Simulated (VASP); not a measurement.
# GeP5 (F-43m) in VASP: single point with PBE

Aim: the single point of GeP5 with PBE.

All numbers are computed with VASP 6.6.1; they aren't measurements. Logs are shortened: lines on timing, memory, paths and dates and some standing lists are left out, and cuts for length are marked.

### 1 The cell of the first run

Symmetry: F-43m, No. 216, cubic system. The conventional cell has a = 7.413 Å, b = 7.413 Å, c = 7.413 Å, α = 90.00°, β = 90.00°, γ = 90.00°. Ge (site symmetry -43m) has 16 P at 3.11 to 3.21 Å within 4.1 Å. Within 4.0 Å of P (site symmetry -43m) lie 12 P at 3.05 Å and 4 Ge at 3.21 Å. Within 3.2 Å of P (site symmetry 3m) lie 9 P at 2.34 to 3.05 Å and 3 Ge at 3.11 Å.

### 2 Single point, PBE

Contents of POSCAR:

```
GeP5
1.0
    0.0000000000      3.7066400119      3.7066400119
    3.7066400119      0.0000000000      3.7066400119
    3.7066400119      3.7066400119      0.0000000000
Ge P
1 5
Direct
    0.0000000000      0.0000000000      0.0000000000
    0.2500000000      0.2500000000      0.2500000000
    0.6113756436      0.6113756436      0.6113756436
    0.1658730693      0.6113756436      0.6113756436
    0.6113756436      0.6113756436      0.1658730693
    0.6113756436      0.1658730693      0.6113756436
```

Contents of INCAR.step1:

```
SYSTEM = GeP5
ALGO = Normal
EDIFF = 1E-7
ENCUT = 520
GGA = PE
ISIF = 2
ISMEAR = 0
LASPH = .True.
LCHARG = .True.
LREAL = .False.
LWAVE = .False.
NBANDS = 28
NELM = 60
PREC = Accurate
SIGMA = 0.1
```

Contents of KPOINTS.step1:

```
k-points
0
Gamma
  10 10 10
  0 0 0
```

Contents of INCAR.step2:

```
SYSTEM = GeP5
ALGO = Normal
EDIFF = 1E-7
ENCUT = 520
GGA = PE
ICHARG = 11
ISIF = 2
ISMEAR = -5
LASPH = .True.
LCHARG = .False.
LORBIT = 11
LREAL = .False.
LWAVE = .False.
NEDOS = 2001
NELM = 60
PREC = Accurate
SIGMA = 0.1
```

Contents of KPOINTS.step2:

```
k-points
0
Gamma
  15 15 15
  0 0 0
```

Potentials or basis: VASP PAW PBE potentials, release 64 (Ge_d, P).

The run is started by

```
$ cat potpaw_PBE.64/Ge_d/POTCAR potpaw_PBE.64/P/POTCAR > POTCAR
$ cp INCAR.step1 INCAR
$ cp KPOINTS.step1 KPOINTS
$ mpirun -np 1 vasp_std > vasp.out
$ cp INCAR.step2 INCAR
$ cp KPOINTS.step2 KPOINTS
$ mpirun -np 1 vasp_std > vasp.out
```

OUTCAR:

```text
SYSTEM = GeP5
   EDIFF = 1E-7
   ENCUT = 520
   GGA = PE
   ICHARG = 11
   ISIF = 2
   ISMEAR = -5
   LASPH = .True.
   LORBIT = 11
   LREAL = .False.
   NELM = 60
   PREC = Accurate

 ion  position               nearest neighbor table
   1  0.000  0.000  0.000-
   2  0.250  0.250  0.250-
   3  0.611  0.611  0.611-   4 2.34   5 2.34   6 2.34   4 2.91   6 2.91   5 2.91
   4  0.166  0.611  0.611-   3 2.34   5 2.34   6 2.34   6 2.91   5 2.91   3 2.91
   5  0.611  0.611  0.166-   3 2.34   4 2.34   6 2.34   6 2.91   4 2.91   3 2.91
   6  0.611  0.166  0.611-   3 2.34   4 2.34   5 2.34   4 2.91   5 2.91   3 2.91

  LATTYP: Found a face centered cubic cell.
 ALAT       =     7.4132800238

  Lattice vectors:

 A1 = (   0.0000000000,   3.7066400119,   3.7066400119)
 A2 = (   3.7066400119,   0.0000000000,   3.7066400119)
 A3 = (   3.7066400119,   3.7066400119,   0.0000000000)

Analysis of symmetry for initial positions (statically):
=====================================================================
 Subroutine PRICEL returns:
 Original cell was already a primitive cell.

 Routine SETGRP: Setting up the symmetry group for a
 face centered cubic supercell.

 Subroutine GETGRP returns: Found 24 space group operations
 (whereof 24 operations were pure point group operations)
 out of a pool of 48 trial point group operations.

The static configuration has the point symmetry T_d .

Analysis of symmetry for dynamics (positions and initial velocities):
=====================================================================
 Subroutine PRICEL returns:
 Original cell was already a primitive cell.

 Routine SETGRP: Setting up the symmetry group for a
 face centered cubic supercell.

 Subroutine GETGRP returns: Found 24 space group operations
 (whereof 24 operations were pure point group operations)
 out of a pool of 48 trial point group operations.

The dynamic configuration has the point symmetry T_d .

 Subroutine INISYM returns: Found 24 space group operations
 (whereof 24 operations are pure point group operations),
 and found     1 'primitive' translations

----------------------------------------------------------------------------------------

                                     Primitive cell

  volume of cell :     101.8524

  direct lattice vectors                    reciprocal lattice vectors
     0.000000000  3.706640012  3.706640012    -0.134893056  0.134893056  0.134893056
     3.706640012  0.000000000  3.706640012     0.134893056 -0.134893056  0.134893056
     3.706640012  3.706640012  0.000000000     0.134893056  0.134893056 -0.134893056

  length of vectors
     5.241980576  5.241980576  5.241980576     0.233641627  0.233641627  0.233641627

  position of ions in fractional coordinates (direct lattice)
     0.000000000  0.000000000  0.000000000
     0.250000000  0.250000000  0.250000000
     0.611375644  0.611375644  0.611375644
     0.165873069  0.611375644  0.611375644
     0.611375644  0.611375644  0.165873069
     0.611375644  0.165873069  0.611375644

  ion indices of the primitive-cell ions
   primitive index   ion index
                 1           1
                 2           2
                 3           3
                 4           4
                 5           5
                 6           6

----------------------------------------------------------------------------------------

 KPOINTS: k-points

Automatic generation of k-mesh.
 Grid dimensions read from file:
 generate k-points for:   15   15   15

 Generating k-lattice:

  Cartesian coordinates                     Fractional coordinates (reciprocal lattice)
    -0.008992870  0.008992870  0.008992870     0.066666667  0.000000000  0.000000000
     0.008992870 -0.008992870  0.008992870     0.000000000  0.066666667  0.000000000
     0.008992870  0.008992870 -0.008992870     0.000000000  0.000000000  0.066666667

  Length of vectors
     0.015576108  0.015576108  0.015576108

  Shift w.r.t. Gamma in fractional coordinates (k-lattice)
     0.000000000  0.000000000  0.000000000

 TETIRR: Found    484 inequivalent tetrahedra from    20250

 Subroutine IBZKPT returns following result:
 ===========================================

 Found    120 irreducible k-points:

 Following reciprocal coordinates:
            Coordinates               Weight
  0.000000  0.000000  0.000000      1.000000
  0.066667  0.000000  0.000000      8.000000
  0.133333  0.000000  0.000000      8.000000
  0.200000  0.000000  0.000000      8.000000
  0.266667  0.000000  0.000000      8.000000
  0.333333  0.000000  0.000000      8.000000
[... 16 lines left out ...]
  0.133333  0.133333  0.000000      6.000000
  0.200000  0.133333  0.000000     24.000000
 [... further k-points ...]
   k-points           NKPTS =    120   k-points in BZ     NKDIM =    120   number of bands    NBANDS=     23
   number of dos      NEDOS =   2001   number of ions     NIONS =      6
   total plane-waves  NPLWV =  64000
   dimension x,y,z NGX =    40 NGY =   40 NGZ =   40
   dimension x,y,z NGXF=    80 NGYF=   80 NGZF=   80
   ions per type =               1   5
   NGX,Y,Z   is equivalent  to a cutoff of  12.69, 12.69, 12.69 a.u.
   NGXF,Y,Z  is equivalent  to a cutoff of  25.37, 25.37, 25.37 a.u.
 SYSTEM =  GeP5
   PREC   = accura    normal or accurate (medium, high low for compatibility)
   ISTART =      0    job   : 0-new  1-cont  2-samecut
   ICHARG =     11    charge: 1-file 2-atom 10-const
   ISPIN  =      1    spin polarized calculation?
   LNONCOLLINEAR =      F non collinear calculations
   LSORBIT =      F    spin-orbit coupling
   LASPH  =      T    aspherical Exc in radial PAW
   ENCUT  =  520.0 eV  38.22 Ry    6.18 a.u.   9.75  9.75  9.75*2*pi/ulx,y,z
   NELM   =     60;   NELMIN=  2; NELMDL=  0     # of ELM steps
   EDIFF  = 0.1E-06   stopping-criterion for ELM
   LREAL  =      F    real-space projection
   EDIFFG = 0.1E-05   stopping-criterion for IOM
   NSW    =      0    number of steps for IOM
   IBRION =     -1    ionic relax: 0-MD 1-quasi-New 2-CG
   NFREE  =      0    steps in history (QN), initial steepest desc. (CG)
   ISIF   =      2    stress and relaxation
   ISYM   =      2    0-nonsym 1-usesym 2-fastsym
   POTIM  = 0.5000    time-step for ionic-motion
   TEBEG  =    0.0;   TEEND  =   0.0 temperature during run
   PSTRESS=    0.0 pullay stress
   NELECT =      39.0000    total number of electrons
   NUPDOWN=      -1.0000    fix difference up-down
   EMIN   =  10.00;   EMAX   =-10.00  energy-range for DOS
   EFERMI =   0.00;   METHOD = LEGACY
   ISMEAR =    -5;   SIGMA  =   0.10  broadening in eV -4-tet -1-fermi 0-gaus
   EFERMI_NEDOS =   21; number of points for ismear=-14 and -15
   IALGO  =     38    algorithm
   IMIX   =      4    mixing-type and parameters
     AMIX     =   0.40;   BMIX     =  1.00
     AMIX_MAG =   1.60;   BMIX_MAG =  1.00
  volume/ion in A,a.u.               =      16.98       114.56
  Fermi-wavevector in a.u.,A,eV,Ry     =   1.188792  2.246492 19.228120  1.413227
  Thomas-Fermi vector in A             =   2.324914
   LORBIT       =     11    0 simple, 1 ext, 2 COOP (PROOUT), +10 PAW based schemes
   GGA     = PE    functional components
   LHFCALC =     F    Hartree Fock is set to
   AEXX    =    0.0000 exact exchange contribution
   IVDW    =     0    specifies the selected vdW correction
   LEPSILON=     F    determine dielectric tensor
   LRPA    =     F    only Hartree local field effects (RPA)
 non-spin polarized calculation
 Fermi weights with tetrahedron method with Bloechl corrections
  energy-cutoff  :      520.00
  volume of cell :      101.85
 maximum number of plane-waves:      2770

 number of electron      39.0000005 magnetization

 Free energy of the ion-electron system (eV)
  ---------------------------------------------------
  ext. energy  EPLUGINS =         0.00000000
  ---------------------------------------------------
  free energy    TOTEN  =       -26.94031485 eV

  energy without entropy =      -26.94031485  energy(sigma->0) =      -26.94031485

 E-fermi :   7.7736     XC(G=0): -10.8784

 val. band max:        7.8351840966   @ k =  -0.4667   0.4000   0.0000
 cond. band min:       7.7059070066   @ k =  -0.4000   0.2667   0.0000
 fundamental gap:     -0.1292770899
 Fermi energy:         7.7736444710

 k-point     1 :       0.0000    0.0000    0.0000
  band No.  band energies     occupation
      1     -17.5046      2.00000
      2     -17.5046      2.00000
      3     -17.5030      2.00000
      4     -17.5030      2.00000
      5     -17.5030      2.00000
      6      -8.1313      2.00000
[... 15 lines left out ...]
     22      10.4011      0.00000
     23      10.4011      0.00000

 k-point     2 :       0.0667    0.0000    0.0000
  band No.  band energies     occupation
      1     -17.5046      2.00000
      2     -17.5046      2.00000
      3     -17.5030      2.00000
      4     -17.5030      2.00000
      5     -17.5030      2.00000
      6      -8.1088      2.00000
[... 15 lines left out ...]
     22      10.3381      0.00000
     23      10.3381      0.00000
[... 544 lines left out ...]
     22       9.8472      0.00000
     23       9.8472      0.00000

 k-point    24 :       0.2000    0.1333    0.0000
  band No.  band energies     occupation
      1     -17.5047      2.00000
      2     -17.5046      2.00000
      3     -17.5031      2.00000
      4     -17.5029      2.00000
      5     -17.5029      2.00000
      6      -7.9359      2.00000
[... 15 lines left out ...]
     22       9.3956      0.00000
     23       9.8022      0.00000

 [... further k-points ...]

------------------------ aborting loop because EDIFF is reached ----------------------------------------

  FORCE on cell =-STRESS in cart. coord.  units (eV):
  Direction    XX          YY          ZZ          XY          YZ          ZX
  --------------------------------------------------------------------------------------
  -------------------------------------------------------------------------------------
  Total       -0.1792243     -0.1792243     -0.1792243     -0.0000000     -0.0000000     -0.0000000
  in kB       -2.8192676     -2.8192676     -2.8192676     -0.0000000     -0.0000000     -0.0000000
  external PRESSURE =      -2.8192676 kB  Pullay stress =       0.0000000 kB

 VOLUME and BASIS-vectors are now :
 -----------------------------------------------------------------------------
  energy-cutoff  :      520.00
  volume of cell :      101.85
      direct lattice vectors                 reciprocal lattice vectors
     0.000000000  3.706640012  3.706640012    -0.134893056  0.134893056  0.134893056
     3.706640012  0.000000000  3.706640012     0.134893056 -0.134893056  0.134893056
     3.706640012  3.706640012  0.000000000     0.134893056  0.134893056 -0.134893056

 POSITION                                       TOTAL-FORCE (eV/Angst)
 -----------------------------------------------------------------------------------
      0.00000      0.00000      0.00000         0.000000      0.000000      0.000000
      1.85332      1.85332      1.85332         0.000000      0.000000      0.000000
      4.53230      4.53230      4.53230        -0.061158     -0.061158     -0.061158
      4.53230      2.88098      2.88098        -0.061158      0.061158      0.061158
      2.88098      2.88098      4.53230         0.061158      0.061158     -0.061158
      2.88098      4.53230      2.88098         0.061158     -0.061158      0.061158
 -----------------------------------------------------------------------------------
    total drift:                                0.000028      0.000028      0.000027

  FREE ENERGIE OF THE ION-ELECTRON SYSTEM (eV)
  ---------------------------------------------------
  free  energy   TOTEN  =       -26.9403148460 eV

  energy  without entropy=      -26.9403148460  energy(sigma->0) =      -26.94031485

 total charge

# of ion       s       p       d       tot
------------------------------------------
    1        1.351   0.640  10.013  12.004
    2        1.154   1.181   0.000   2.335
    3        1.142   1.228   0.000   2.371
    4        1.142   1.228   0.000   2.371
    5        1.142   1.228   0.000   2.371
    6        1.142   1.228   0.000   2.371
--------------------------------------------------
tot          7.074   6.734  10.013  23.821
```

It took 9.5 min on 1 thread of Intel Xeon 8259CL, shared host; peak memory 0.4 GiB.

What came out:

- Valence electrons inside the program's atomic spheres: Ge 12.00; P 2.33, 2.37 (each value once)

Caveat: an odd number of electrons without spin polarisation forces a metal; a magnetic or distorted state may lie lower.
